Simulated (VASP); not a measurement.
Input of a VASP 6.6.1 run:

The input INCAR:

```
PREC = Accurate ; ENCUT = 520
EDIFF = 1E-7 ; ISMEAR = -1
SIGMA = 0.02 ; LREAL = F
LASPH = T ; NELM = 120
ALGO = Normal ; ISIF = 2
LWAVE = F ; LCHARG = F
GGA = PE ; IBRION = 2
NSW = 45 ; EDIFFG = -0.05
GGA_COMPAT = F ; NELMIN = 4
```

The input KPOINTS:

```
Automatic mesh
0
Gamma
  2 2 2
```

File POSCAR:

```
Si8HC8
1.0
    0.0000000000      4.3580000000      4.3580000000
    4.3580000000      0.0000000000      4.3580000000
    4.3580000000      4.3580000000      0.0000000000
Si C H
8 8 1
Direct
    0.0000000000      0.0000000000      0.0000000000
    0.0000000000      0.0000000000      0.5000000000
    0.0000000000      0.5000000000      0.0000000000
    0.0000000000      0.5000000000      0.5000000000
    0.5000000000      0.0000000000      0.0000000000
    0.5000000000      0.0000000000      0.5000000000
    0.5000000000      0.5000000000      0.0000000000
    0.5000000000      0.5000000000      0.5000000000
    0.1250000000      0.1250000000      0.1250000000
    0.1250000000      0.1250000000      0.6250000000
    0.1250000000      0.6250000000      0.1250000000
    0.1250000000      0.6250000000      0.6250000000
    0.6250000000      0.1250000000      0.1250000000
    0.6250000000      0.1250000000      0.6250000000
    0.6250000000      0.6250000000      0.1250000000
    0.6250000000      0.6250000000      0.6250000000
    0.2500000000      0.2500000000      0.2500000000
```

Potentials or basis: VASP PAW PBE potentials, release 64 (Si, C, H).

Launch:

```bash
$ cat potpaw_PBE.64/Si/POTCAR potpaw_PBE.64/C/POTCAR potpaw_PBE.64/H/POTCAR > POTCAR
$ mpirun -np 1 vasp_std > vasp.out
```

(1) What does it give for the energy gained by relaxing?

(2) What does it give for the band gap on the k mesh?

## Answers

(1) 7.1 meV/atom.

(2) zero (an odd number of electrons rules out a gap without spin polarisation).

Caveat: the k points lie up to 0.62 Å⁻¹ apart, too coarse for converged energies and pressures of a metal.
